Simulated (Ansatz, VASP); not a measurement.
**Si2W: VASP beside Ansatz**

```xyz
3
Lattice="-1.6337 1.5943 3.9400 1.5943 -1.6337 3.9400 1.6177 1.6177 -3.9561" Properties=species:S:1:pos:R:3 pbc="T T T"
Si   -0.0131   -0.0131    2.6240
Si   -0.0263   -0.0263    5.2560
W     0.0000    0.0000    0.0000
```

Change from the starting cell: equal xy, yz and zx shear strains of -1 %.

Alike in both runs: task single point; functional LDA; k mesh 11 × 11 × 14; occupations fermi-dirac, width 0.05 eV; no spin polarisation.

|  | VASP | Ansatz |
| --- | --- | --- |
| version | VASP 6.6.1 | Ansatz 0.2.0 |
| potentials or method | VASP PAW LDA potentials, release 64 (Si, W_sv), cutoff 520 eV | all-electron LAPW, scalar-relativistic |

```tsv
	VASP	Ansatz	Ansatz less VASP
pressure (GPa)	-6.5	-7.2	-0.71
traceless stress, the component that is largest in VASP (GPa)	-2.07	-2.12	-0.057
rms of the force components (eV/Å)	0.146	0.153	+0.0069
```

LDA's correlation is that of Perdew and Zunger in VASP and of Perdew and Wang (1992) in Ansatz. Atom by atom the forces differ by 0.007 eV/Å (rms over components). Ansatz ran all-electron here, and VASP with PAW potentials.

Spin-orbit coupling is off throughout.
